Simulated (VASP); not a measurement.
In3GaP4:

```
CELL_PARAMETERS angstrom
3.95671 0.00000 0.00000
0.00000 3.95671 0.00000
0.00000 0.00000 11.19127
ATOMIC_POSITIONS crystal
In 0.00000 0.00000 0.75000
In 0.50000 0.50000 0.00000
In 0.00000 0.00000 0.25000
Ga 0.50000 0.50000 0.50000
P 0.00000 0.00000 0.00000
P 0.50000 0.50000 0.25000
P 0.00000 0.00000 0.50000
P 0.50000 0.50000 0.75000
```

* Program: VASP 6.6.1
* Task: relaxation of cell and atoms
* Functional: PBE
* Potentials or basis: VASP PAW PBE potentials, release 64 (In_d, Ga_d, P)
* Cutoff: 600 eV
* k mesh: 4 × 4 × 2
* Occupations: gaussian, width 0.1 eV
* Spin: no spin polarisation

At the start: pressure -4.1 GPa; volume 21.90 Å³/atom.

Problem. How do energy, volume and symmetry change on relaxing?

Solution. Over 14 steps the energy falls by 44.3 meV/atom and the volume is 20.48 Å³/atom (-6.5 %); space group P4/mmm (No. 123, to 0.1 Å) before and after.

The path:
| step | energy change (eV) | largest force (eV/Å) | pressure (GPa) | volume (Å³) |
| --- | --- | --- | --- | --- |
| 1 | 0.0000 | 0.1220 | -4.08 | 175.21 |
| 2 | -0.2020 | 0.2939 | 0.86 | 161.42 |
| 3 | -0.2033 | 0.2754 | 0.44 | 162.32 |
| 4 | -0.2383 | 0.3751 | 0.53 | 162.10 |
| 5 | -0.2549 | 0.4604 | 1.01 | 161.69 |
| 6 | -0.2569 | 0.4342 | 0.87 | 161.80 |
| 7 | -0.2827 | 0.3905 | -0.26 | 164.21 |
| 8 | -0.2891 | 0.3845 | -1.20 | 166.55 |
| 9 | -0.3094 | 0.3293 | -1.13 | 166.41 |
| 10 | -0.3386 | 0.1859 | -0.77 | 166.00 |
| 11 | -0.3519 | 0.1222 | -0.17 | 164.31 |
| 12 | -0.3539 | 0.0876 | 0.21 | 163.36 |
| 13 | -0.3547 | 0.0463 | -0.01 | 163.74 |
| 14 | -0.3548 | 0.0364 | -0.05 | 163.83 |

Final structure:
```
In Ga P
1.0
     3.93284    0.00000    0.00000
     0.00000    3.93284    0.00000
     0.00000    0.00000   10.59202
In Ga P
3 1 4
Cartesian
  0.0000 3.9328 7.8922
  1.9664 1.9664 0.0000
  0.0000 0.0000 2.6998
  1.9664 1.9664 5.2960
  0.0000 0.0000 0.0000
  1.9664 1.9664 2.8413
  0.0000 0.0000 5.2960
  1.9664 1.9664 7.7507
```

Caveat: the k points lie up to 0.40 Å⁻¹ apart in the final cell, too coarse for converged energies and pressures of a metal; spin-orbit coupling is left out, which moves the levels of the heavy elements.
